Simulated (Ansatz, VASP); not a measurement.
# BeBi3 in VASP and in Ansatz

```xyz
4
Lattice="4.6043 0.0000 0.0000 0.0000 4.6043 0.0000 0.0000 0.0000 4.6043" Properties=species:S:1:pos:R:3 pbc="T T T"
Be    0.0000    0.0000    0.0000
Bi    0.0000    2.3021    2.3021
Bi    2.3021    0.0000    2.3021
Bi    2.3021    2.3021    0.0000
```

Alike in both runs: task single point; functional PBE; k mesh 4 × 4 × 4; occupations gaussian, width 0.1 eV; no spin polarisation.

|  | VASP | Ansatz |
| --- | --- | --- |
| version | VASP 6.6.1 | Ansatz 0.2.0 |
| potentials or method | VASP PAW PBE potentials, release 64 (Be, Bi_d), cutoff 520 eV | scalar-relativistic, plane waves, PAW |
| valence electrons in the cell | 47 | 47 |

```csv
,VASP,Ansatz,Ansatz less VASP
gap on the k mesh at the Fermi level (eV),none,none,-
pressure (GPa),9.5,9.6,+0.04
```

A gap of «none» marks a metal or a gap that the smearing closes. With one functional, cell and mesh, what is left measures potentials, basis and numerics.

Neither program's run includes spin-orbit coupling.
